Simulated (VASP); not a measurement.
# AgPbCl4 (P4/mmm) in VASP: notebook

The runs below take AgPbCl4 through single point, relaxation of cell and atoms, with PBE.

All numbers are computed with VASP 6.6.1; they aren't measurements. Logs are shortened: lines on timing, memory, paths and dates and some standing lists are left out, and cuts for length are marked.

### 1 The cell of the first run

The structure is tetragonal, space group P4/mmm (No. 123). Conventional cell: a = 4.584 Å, b = 4.584 Å, c = 6.483 Å, α = 90.00°, β = 90.00°, γ = 90.00°. Ag (site symmetry 4/mmm) has 8 Cl at 2.81 Å within 3.7 Å. Within 3.7 Å of Pb (site symmetry 4/mmm) lie 8 Cl at 2.81 Å. Within 3.7 Å of Cl (site symmetry 2mm) lie 2 Ag at 2.81 Å and 2 Pb at 2.81 Å and 6 Cl at 3.24 Å.

### 2 Single point, PBE

The input, INCAR:

```
SYSTEM = AgPbCl4
ALGO = Normal
EDIFF = 1E-7
ENCUT = 520
GGA = PE
ISIF = 2
ISMEAR = 0
LASPH = .True.
LCHARG = .True.
LELF = .True.
LREAL = .False.
LVHAR = .True.
LWAVE = .False.
NBANDS = 36
NELM = 100
PREC = Accurate
SIGMA = 0.1
```

The input, KPOINTS:

```
k-points
0
Gamma
  4 4 4
  0 0 0
```

The input, POSCAR:

```
AgPbCl4
1.0
    4.5839469300      0.0000000000      0.0000000000
    0.0000000000      4.5839469300      0.0000000000
    0.0000000000      0.0000000000      6.4826799200
Ag Pb Cl
1 1 4
Direct
    0.0000000000      0.0000000000      0.0000000000
    0.5000000000      0.5000000000      0.5000000000
    0.5000000000      0.0000000000      0.2500000000
    0.0000000000      0.5000000000      0.7500000000
    0.5000000000      0.0000000000      0.7500000000
    0.0000000000      0.5000000000      0.2500000000
```

Potentials or basis: VASP PAW PBE potentials, release 64 (Ag, Pb_d, Cl).

Launch:

```console
$ cat potpaw_PBE.64/Ag/POTCAR potpaw_PBE.64/Pb_d/POTCAR potpaw_PBE.64/Cl/POTCAR > POTCAR
$ mpirun -np 1 vasp_std > vasp.out
```

OUTCAR:

```text
SYSTEM = AgPbCl4
   EDIFF = 1E-7
   ENCUT = 520
   GGA = PE
   ISIF = 2
   ISMEAR = 0
   LASPH = .True.
   LREAL = .False.
   NELM = 100
   PREC = Accurate

 ion  position               nearest neighbor table
   1  0.000  0.000  0.000-   3 2.81   4 2.81   5 2.81   6 2.81   4 2.81   6 2.81   3 2.81   5 2.81

   2  0.500  0.500  0.500-   3 2.81   4 2.81   5 2.81   6 2.81   3 2.81   5 2.81   4 2.81   6 2.81

   3  0.500  0.000  0.250-   1 2.81   2 2.81   2 2.81   1 2.81
   4  0.000  0.500  0.750-   1 2.81   2 2.81   1 2.81   2 2.81
   5  0.500  0.000  0.750-   1 2.81   2 2.81   2 2.81   1 2.81
   6  0.000  0.500  0.250-   1 2.81   2 2.81   1 2.81   2 2.81

  LATTYP: Found a simple tetragonal cell.
 ALAT       =     4.5839469300
 C/A-ratio  =     1.4142135629

  Lattice vectors:

 A1 = (   4.5839469300,   0.0000000000,   0.0000000000)
 A2 = (   0.0000000000,   4.5839469300,   0.0000000000)
 A3 = (   0.0000000000,   0.0000000000,   6.4826799200)

Analysis of symmetry for initial positions (statically):
=====================================================================
 Subroutine PRICEL returns:
 Original cell was already a primitive cell.

 Routine SETGRP: Setting up the symmetry group for a
 simple tetragonal supercell.

 Subroutine GETGRP returns: Found 16 space group operations
 (whereof 16 operations were pure point group operations)
 out of a pool of 16 trial point group operations.

The static configuration has the point symmetry D_4h.

Analysis of symmetry for dynamics (positions and initial velocities):
=====================================================================
 Subroutine PRICEL returns:
 Original cell was already a primitive cell.

 Routine SETGRP: Setting up the symmetry group for a
 simple tetragonal supercell.

 Subroutine GETGRP returns: Found 16 space group operations
 (whereof 16 operations were pure point group operations)
 out of a pool of 16 trial point group operations.

The dynamic configuration has the point symmetry D_4h.

 Subroutine INISYM returns: Found 16 space group operations
 (whereof 16 operations are pure point group operations),
 and found     1 'primitive' translations

----------------------------------------------------------------------------------------

                                     Primitive cell

  volume of cell :     136.2178

  direct lattice vectors                    reciprocal lattice vectors
     4.583946930  0.000000000  0.000000000     0.218152613  0.000000000  0.000000000
     0.000000000  4.583946930  0.000000000     0.000000000  0.218152613  0.000000000
     0.000000000  0.000000000  6.482679920     0.000000000  0.000000000  0.154257192

  length of vectors
     4.583946930  4.583946930  6.482679920     0.218152613  0.218152613  0.154257192

  position of ions in fractional coordinates (direct lattice)
     0.000000000  0.000000000  0.000000000
     0.500000000  0.500000000  0.500000000
     0.500000000  0.000000000  0.250000000
     0.000000000  0.500000000  0.750000000
     0.500000000  0.000000000  0.750000000
     0.000000000  0.500000000  0.250000000

  ion indices of the primitive-cell ions
   primitive index   ion index
                 1           1
                 2           2
                 3           3
                 4           4
                 5           5
                 6           6

----------------------------------------------------------------------------------------

 KPOINTS: k-points

Automatic generation of k-mesh.
 Grid dimensions read from file:
 generate k-points for:    4    4    4

 Generating k-lattice:

  Cartesian coordinates                     Fractional coordinates (reciprocal lattice)
     0.054538153  0.000000000  0.000000000     0.250000000  0.000000000  0.000000000
     0.000000000  0.054538153  0.000000000     0.000000000  0.250000000  0.000000000
     0.000000000  0.000000000  0.038564298     0.000000000  0.000000000  0.250000000

  Length of vectors
     0.054538153  0.054538153  0.038564298

  Shift w.r.t. Gamma in fractional coordinates (k-lattice)
     0.000000000  0.000000000  0.000000000

 Subroutine IBZKPT returns following result:
 ===========================================

 Found     18 irreducible k-points:

 Following reciprocal coordinates:
            Coordinates               Weight
  0.000000  0.000000  0.000000      1.000000
  0.250000  0.000000  0.000000      4.000000
  0.500000  0.000000  0.000000      2.000000
  0.250000  0.250000  0.000000      4.000000
  0.500000  0.250000  0.000000      4.000000
  0.500000  0.500000  0.000000      1.000000
[... 10 lines left out ...]
  0.500000  0.250000  0.500000      4.000000
  0.500000  0.500000  0.500000      1.000000
   k-points           NKPTS =     18   k-points in BZ     NKDIM =     18   number of bands    NBANDS=     36
   number of dos      NEDOS =    301   number of ions     NIONS =      6
   total plane-waves  NPLWV =  62208
   dimension x,y,z NGX =    36 NGY =   36 NGZ =   48
   dimension x,y,z NGXF=    72 NGYF=   72 NGZF=   96
   ions per type =               1   1   4
   NGX,Y,Z   is equivalent  to a cutoff of  13.06, 13.06, 12.31 a.u.
   NGXF,Y,Z  is equivalent  to a cutoff of  26.11, 26.11, 24.62 a.u.
 SYSTEM =  AgPbCl4
   PREC   = accura    normal or accurate (medium, high low for compatibility)
   ISTART =      0    job   : 0-new  1-cont  2-samecut
   ICHARG =      2    charge: 1-file 2-atom 10-const
   ISPIN  =      1    spin polarized calculation?
   LNONCOLLINEAR =      F non collinear calculations
   LSORBIT =      F    spin-orbit coupling
   LASPH  =      T    aspherical Exc in radial PAW
   ENCUT  =  520.0 eV  38.22 Ry    6.18 a.u.   8.52  8.52 12.05*2*pi/ulx,y,z
   NELM   =    100;   NELMIN=  2; NELMDL= -5     # of ELM steps
   EDIFF  = 0.1E-06   stopping-criterion for ELM
   LREAL  =      F    real-space projection
   EDIFFG = 0.1E-05   stopping-criterion for IOM
   NSW    =      0    number of steps for IOM
   IBRION =     -1    ionic relax: 0-MD 1-quasi-New 2-CG
   NFREE  =      0    steps in history (QN), initial steepest desc. (CG)
   ISIF   =      2    stress and relaxation
   ISYM   =      2    0-nonsym 1-usesym 2-fastsym
   POTIM  = 0.5000    time-step for ionic-motion
   TEBEG  =    0.0;   TEEND  =   0.0 temperature during run
   PSTRESS=    0.0 pullay stress
   NELECT =      53.0000    total number of electrons
   NUPDOWN=      -1.0000    fix difference up-down
   EMIN   =  10.00;   EMAX   =-10.00  energy-range for DOS
   EFERMI =   0.00;   METHOD = LEGACY
   ISMEAR =     0;   SIGMA  =   0.10  broadening in eV -4-tet -1-fermi 0-gaus
   EFERMI_NEDOS =   21; number of points for ismear=-14 and -15
   IALGO  =     38    algorithm
   IMIX   =      4    mixing-type and parameters
     AMIX     =   0.40;   BMIX     =  1.00
     AMIX_MAG =   1.60;   BMIX_MAG =  1.00
  volume/ion in A,a.u.               =      22.70       153.21
  Fermi-wavevector in a.u.,A,eV,Ry     =   1.195149  2.258505 19.434319  1.428382
  Thomas-Fermi vector in A             =   2.331122
   LORBIT       =      0    0 simple, 1 ext, 2 COOP (PROOUT), +10 PAW based schemes
   GGA     = PE    functional components
   LHFCALC =     F    Hartree Fock is set to
   AEXX    =    0.0000 exact exchange contribution
   IVDW    =     0    specifies the selected vdW correction
   LEPSILON=     F    determine dielectric tensor
   LRPA    =     F    only Hartree local field effects (RPA)
 non-spin polarized calculation
 Gauss-broadening in eV      SIGMA  =   0.10
  energy-cutoff  :      520.00
  volume of cell :      136.22
 maximum number of plane-waves:      3712
 NGX is ok and might be reduce to    36
   NGX = 17   NGY = 17   NGZ = 25

 number of electron      53.0000006 magnetization

 Free energy of the ion-electron system (eV)
  ---------------------------------------------------
  ext. energy  EPLUGINS =         0.00000000
  ---------------------------------------------------
  free energy    TOTEN  =       -16.63361047 eV

  energy without entropy =      -16.59262375  energy(sigma->0) =      -16.61311711

 E-fermi :   3.2486     XC(G=0):  -9.5133

 val. band max:        3.2354450418   @ k =   0.5000   0.2500   0.0000
 cond. band min:       3.2637256049   @ k =   0.2500   0.0000   0.5000
 fundamental gap:      0.0282805631
 Fermi energy:         3.2485712936

 k-point     1 :       0.0000    0.0000    0.0000
  band No.  band energies     occupation
      1     -12.5326      2.00000
      2     -12.3227      2.00000
      3     -12.3227      2.00000
      4     -12.2816      2.00000
      5     -12.2597      2.00000
      6     -11.8062      2.00000
[... 28 lines left out ...]
     35      12.6065      0.00000
     36      12.9009      0.00000

 k-point     2 :       0.2500    0.0000    0.0000
  band No.  band energies     occupation
      1     -12.4931      2.00000
      2     -12.4282      2.00000
      3     -12.3219      2.00000
      4     -12.2775      2.00000
      5     -12.2633      2.00000
      6     -11.6016      2.00000
[... 28 lines left out ...]
     35      12.1830      0.00000
     36      12.8384      0.00000

 k-point     3 :       0.5000    0.0000    0.0000
  band No.  band energies     occupation
      1     -12.5159      2.00000
      2     -12.4601      2.00000
      3     -12.3211      2.00000
      4     -12.2730      2.00000
      5     -12.2669      2.00000
      6     -11.0850      2.00000
[... 28 lines left out ...]
     35      12.1890      0.00000
     36      12.5748      0.00000

 k-point     4 :       0.2500    0.2500    0.0000
  band No.  band energies     occupation
      1     -12.4350      2.00000
      2     -12.4336      2.00000
      3     -12.4165      2.00000
      4     -12.2741      2.00000
      5     -12.2672      2.00000
      6     -11.4481      2.00000
[... 28 lines left out ...]
     35      12.6267      0.00000
     36      12.7872      0.00000

 k-point     5 :       0.5000    0.2500    0.0000
  band No.  band energies     occupation
      1     -12.5140      2.00000
      2     -12.4236      2.00000
      3     -12.3790      2.00000
      4     -12.2711      2.00000
      5     -12.2701      2.00000
      6     -11.0504      2.00000
[... 421 lines left out ...]
 k-point    16 :       0.2500    0.2500    0.5000
  band No.  band energies     occupation
      1     -12.4501      2.00000
      2     -12.4253      2.00000
      3     -12.4245      2.00000
      4     -12.2738      2.00000
      5     -12.2672      2.00000
      6     -11.2332      2.00000
[... 28 lines left out ...]
     35      12.5823      0.00000
     36      12.7264      0.00000

 k-point    17 :       0.5000    0.2500    0.5000
  band No.  band energies     occupation
      1     -12.5317      2.00000
      2     -12.4331      2.00000
      3     -12.3725      2.00000
      4     -12.2710      2.00000
      5     -12.2696      2.00000
      6     -10.8342      2.00000
[... 28 lines left out ...]
     35      12.6722      0.00000
     36      13.1222      0.00000

 k-point    18 :       0.5000    0.5000    0.5000
  band No.  band energies     occupation
      1     -12.5273      2.00000
      2     -12.5273      2.00000
      3     -12.2931      2.00000
      4     -12.2751      2.00000
      5     -12.2668      2.00000
      6     -10.8266      2.00000
[... 28 lines left out ...]
     35      12.1304      0.00000
     36      14.5008      0.00000

------------------------ aborting loop because EDIFF is reached ----------------------------------------

  FORCE on cell =-STRESS in cart. coord.  units (eV):
  Direction    XX          YY          ZZ          XY          YZ          ZX
  --------------------------------------------------------------------------------------
  -------------------------------------------------------------------------------------
  Total        6.6035525      6.6035525      6.9839674      0.0000000      0.0000000      0.0000000
  in kB       77.6702092     77.6702092     82.1446054      0.0000000      0.0000000      0.0000000
  external PRESSURE =      79.1616746 kB  Pullay stress =       0.0000000 kB

 VOLUME and BASIS-vectors are now :
 -----------------------------------------------------------------------------
  energy-cutoff  :      520.00
  volume of cell :      136.22
      direct lattice vectors                 reciprocal lattice vectors
     4.583946930  0.000000000  0.000000000     0.218152613  0.000000000  0.000000000
     0.000000000  4.583946930  0.000000000     0.000000000  0.218152613  0.000000000
     0.000000000  0.000000000  6.482679920     0.000000000  0.000000000  0.154257192

 POSITION                                       TOTAL-FORCE (eV/Angst)
 -----------------------------------------------------------------------------------
      0.00000      0.00000      0.00000        -0.000000      0.000000      0.000000
      2.29197      2.29197      3.24134        -0.000000      0.000000      0.000000
      2.29197      0.00000      1.62067        -0.000000      0.000000     -0.557802
      0.00000      2.29197      4.86201        -0.000000     -0.000000      0.557802
      2.29197      0.00000      4.86201         0.000000      0.000000      0.557802
      0.00000      2.29197      1.62067         0.000000     -0.000000     -0.557802
 -----------------------------------------------------------------------------------
    total drift:                                0.000000      0.000000      0.000000

  FREE ENERGIE OF THE ION-ELECTRON SYSTEM (eV)
  ---------------------------------------------------
  free  energy   TOTEN  =       -16.6336104741 eV

  energy  without entropy=      -16.5926237487  energy(sigma->0) =      -16.61311711
```

It took 2.1 min on 1 thread of Intel Xeon 8259CL, shared host; peak memory 0.28 GiB.

Results:

```
Free energy            : -16.6336 eV
Pressure               : 7.9 GPa
Largest force          : 0.558 eV/Å
Band gap on the k mesh : zero (an odd number of electrons rules out a gap without spin polarisation)
```

Forces on the atoms (eV/Å):
```
Ag   0.000  0.000  0.000
Pb   0.000  0.000  0.000
Cl   0.000  0.000 -0.558
Cl   0.000  0.000  0.558
Cl   0.000  0.000  0.558
Cl   0.000  0.000 -0.558
```

Levels at points of the mesh, in eV from the Fermi level:
| k point | band 22 | band 23 | band 24 | band 25 | band 26 | band 27 | band 28 | band 29 | band 30 | band 31 |
| --- | --- | --- | --- | --- | --- | --- | --- | --- | --- | --- |
| (0.00, 0.00, 0.00) | -1.31 | -1.31 | -0.83 | -0.45 | 0.06 | 0.06 | 3.74 | 3.76 | 4.54 | 4.54 |
| (0.50, 0.00, 0.00) | -1.78 | -1.14 | -0.71 | -0.23 | -0.20 | -0.04 | 5.05 | 5.28 | 5.64 | 6.00 |
| (0.50, 0.50, 0.00) | -0.61 | -0.31 | -0.28 | -0.16 | -0.16 | 0.20 | 4.11 | 5.06 | 5.06 | 7.21 |
| (0.00, 0.00, 0.50) | -0.89 | -0.89 | -0.85 | -0.29 | -0.16 | -0.16 | 3.40 | 4.43 | 5.42 | 5.42 |
| (0.50, 0.00, 0.50) | -1.99 | -1.39 | -1.08 | -0.45 | -0.39 | 0.39 | 5.44 | 5.60 | 5.82 | 6.05 |
| (0.50, 0.50, 0.50) | -1.37 | -0.74 | -0.62 | -0.47 | -0.33 | 0.34 | 5.09 | 5.88 | 5.88 | 6.47 |

Caveat: the cell stands under pressure; spin-orbit coupling is left out, which moves the levels of the heavy elements; an odd number of electrons without spin polarisation forces a metal; a magnetic or distorted state may lie lower.

(Part 1 of 3 ends here.)

The gap in the log of VASP goes by the Fermi energy; the results here count the filled bands.